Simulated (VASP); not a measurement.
Wanted: the native input for a VASP 6.6.1 run.

```yaml
Task: single point
Functional: r2SCAN
Dispersion: D3(BJ)
Potentials_or_basis: VASP PAW PBE potentials, release 64 (Ru_pv, C, H)
Cutoff: 520 eV
k_mesh: 2 × 2 × 1
Occupations: fermi-dirac, width 0.05 eV
Spin: no spin polarisation
Dipole_correction: no
Further_INCAR_settings: LREAL = Auto; ALGO = Normal; EDIFF = 1e-06; NBANDS = 102
```

System: H4Ru12C, a slab with vacuum.

```xyz
17
Lattice="5.4000 0.0000 0.0000 2.7000 4.6765 0.0000 0.0000 0.0000 17.2768" Properties=species:S:1:pos:R:3 pbc="T T T"
Ru    0.0000    0.0000    1.0000
Ru    2.7000    0.0000    1.0000
Ru    1.3500    2.3383    1.0000
Ru    4.0500    2.3383    1.0000
Ru    0.0242    1.6611    3.0354
Ru    2.7820    1.5563    2.9965
Ru    1.4113    3.8745    3.0176
Ru    4.0251    3.9126    3.0287
Ru    0.0175    0.0141    5.1511
Ru    2.8213   -0.0077    5.1160
Ru    1.4695    2.4281    5.0208
Ru    4.2100    2.2821    5.1551
C     4.4978    4.0860    8.5792
H     5.3376    3.3287    8.5172
H     4.5666    4.6429    7.5199
H     3.4478    3.6608    8.4446
H     4.6809    5.0860    9.1596
```

These files were run (other wordings do the same):

POSCAR

```
H4Ru12C
1.0
    5.4000000000      0.0000000000      0.0000000000
    2.7000000000      4.6765370000      0.0000000000
    0.0000000000      0.0000000000     17.2768000000
Ru C H
12 1 4
Direct
    0.0000000000      0.0000000000      0.0578810891
    0.5000000000      0.0000000000      0.0578810891
   -0.0000033679      0.5000067358      0.0578810891
    0.4999966321      0.5000067358      0.0578810891
   -0.1731178832      0.3551987293      0.1756922578
    0.3487906929      0.3327889847      0.1734406835
   -0.1528969823      0.8284976683      0.1746619744
    0.3270665277      0.8366447224      0.1753044545
    0.0017332150      0.0030150515      0.2981512780
    0.5232862217     -0.0016465175      0.2961196518
    0.0125251402      0.5192089788      0.2906093721
    0.5356349815      0.4879892964      0.2983828024
    0.3960642054      0.8737234411      0.4965734395
    0.6325507564      0.7117873760      0.4929848120
    0.3492630244      0.9928072845      0.4352600019
    0.2470807506      0.7828014619      0.4887826449
    0.3230548921      1.0875568824      0.5301676236
```

INCAR.step1

```
PREC = Accurate ; ENCUT = 520
ISMEAR = -1 ; SIGMA = 0.05
LREAL = Auto ; LASPH = T
NELM = 60 ; NBANDS = 102
GGA = PE ; ALGO = Normal
EDIFF = 1E-4 ; LWAVE = T
LCHARG = F
```

INCAR.step2

```
PREC = Accurate ; ENCUT = 520
EDIFF = 1E-6 ; ISMEAR = -1
SIGMA = 0.05 ; LREAL = Auto
LASPH = T ; NELM = 60
ALGO = Normal ; ISIF = 2
LWAVE = F ; LCHARG = F
METAGGA = R2SCAN ; LMIXTAU = T
IVDW = 12 ; VDW_S6 = 1.0
VDW_S8 = 0.78981345 ; VDW_A1 = 0.49484001
VDW_A2 = 5.73083694 ; NBANDS = 102
ISTART = 1
```

KPOINTS

```
regular mesh
0
Gamma
  2 2 1
```

Potentials or basis: VASP PAW PBE potentials, release 64 (Ru_pv, C, H).

Run with:

```bash
$ cat potpaw_PBE.64/Ru_pv/POTCAR potpaw_PBE.64/C/POTCAR potpaw_PBE.64/H/POTCAR > POTCAR
$ cp INCAR.step1 INCAR
$ mpirun -np 1 vasp_std > vasp.out
$ cp INCAR.step2 INCAR
$ mpirun -np 1 vasp_std > vasp.out
```

It gave:

```
Largest force              : 3.614 eV/Å
Band gap on the k mesh     : zero (bands 88 and 89 overlap by 0.84 eV)
Dispersion energy per atom : -0.132 eV
```

Caveat: the k points lie up to 0.67 Å⁻¹ apart, too coarse for converged energies and pressures of a metal; there is no dipole correction, which matters where the two faces differ; the PAW data sets were made with another functional, which shifts forces and pressure a little.

Run time: 56 min on 1 thread of Intel Xeon 8259CL, on a shared host, peak memory 0.62 GiB.
